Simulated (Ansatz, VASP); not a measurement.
# ScAl2N3 in VASP and in Ansatz

```
CELL_PARAMETERS angstrom
4.94036 -2.84003 0.00000
4.94036 2.84003 0.00000
0.00000 0.00000 5.03009
ATOMIC_POSITIONS crystal
Al 0.00679 0.33580 0.98886
Al 0.66420 0.99321 0.98886
Al 0.99321 0.66420 0.48886
Al 0.33580 0.00679 0.48886
Sc 0.32215 0.67785 0.97267
Sc 0.67785 0.32215 0.47267
N 0.02936 0.33243 0.36704
N 0.66757 0.97064 0.36704
N 0.97064 0.66757 0.86704
N 0.33243 0.02936 0.86704
N 0.30912 0.69088 0.40353
N 0.69088 0.30912 0.90353
```

Alike in both runs: task relaxation of cell and atoms; functional PBE; k mesh 6 × 6 × 6; occupations gaussian, width 0.02 eV; no spin polarisation.

|  | VASP | Ansatz |
| --- | --- | --- |
| version | VASP 6.6.1 | Ansatz 0.2.0 |
| potentials or method | VASP PAW PBE potentials, release 64 (Al, Sc_sv, N), cutoff 600 eV | scalar-relativistic, plane waves, PAW |
| valence electrons in the cell | 64 | 64 |

|  | VASP | Ansatz | Ansatz less VASP |
| --- | --- | --- | --- |
| gap on the k mesh at the Fermi level, each at its own relaxed structure (eV) | 2.95 | 2.99 | +0.042 |
| relaxed volume (Å³/atom) | 11.74 | 11.74 | -0.003 |
| relaxed length of the cell vector where the two differ most in proportion (Å) | 5.023 | 5.022 | -0.0018 |
